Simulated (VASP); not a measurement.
**P: single point with PBE+D3(BJ)**

P, a slab with vacuum:

```
P
1.0
     3.29619    0.00000    0.00000
     0.00000    4.52794    0.00000
     0.00000    0.00000   30.33671
P
4
Cartesian
  1.6481 4.1405 14.1124
  0.0000 2.6514 14.1124
  1.6481 0.3875 16.2243
  0.0000 1.8765 16.2243
```

This cell differs from its parent crystal: strain along y +0.020, then relaxed in part.

| Quantity | Value |
| --- | --- |
| Program | VASP 6.6.1 |
| Task | single point |
| Functional | PBE |
| Dispersion | D3(BJ) |
| Potentials or basis | VASP PAW PBE potentials, release 64 (P) |
| Cutoff | 520 eV |
| k mesh | 10 × 8 × 1 |
| Occupations | gaussian, width 0.02 eV |
| Spin | no spin polarisation |
| Dipole correction | yes |
| Further INCAR settings | ALGO = Normal; EDIFF = 1e-07; NBANDS = 18 |

The largest force is 0.051 eV/Å and the band gap on the k mesh is 0.85 eV. The dispersion energy per atom is -0.242 eV.

Forces in eV/Å, atoms in the order of the input:
```
P    0.000 -0.033  0.039
P    0.000  0.033  0.039
P    0.000  0.033 -0.039
P    0.000 -0.033 -0.039
```

Levels at points of the mesh, in eV from the valence-band top:
```
           k point  band 8  band 9  band 10  band 11  band 12  band 13
(0.00, 0.00, 0.00)   -1.75   -1.71     0.00     0.85     1.64     2.74
(0.50, 0.00, 0.00)   -2.72   -1.98    -1.98     1.28     1.28     2.08
(0.00, 0.50, 0.00)   -2.51   -1.15    -1.15     2.14     2.14     3.60
(0.50, 0.50, 0.00)   -4.71   -1.20    -1.20     2.44     2.44     4.05
```

It took 4.5 min on 1 thread of Intel(R) Xeon(R) 6975P-C (Granite Rapids) (shared host), peak memory 0.63 GiB.

Caveat: the cell differs from its parent crystal (strain along y +0.020, then relaxed in part).
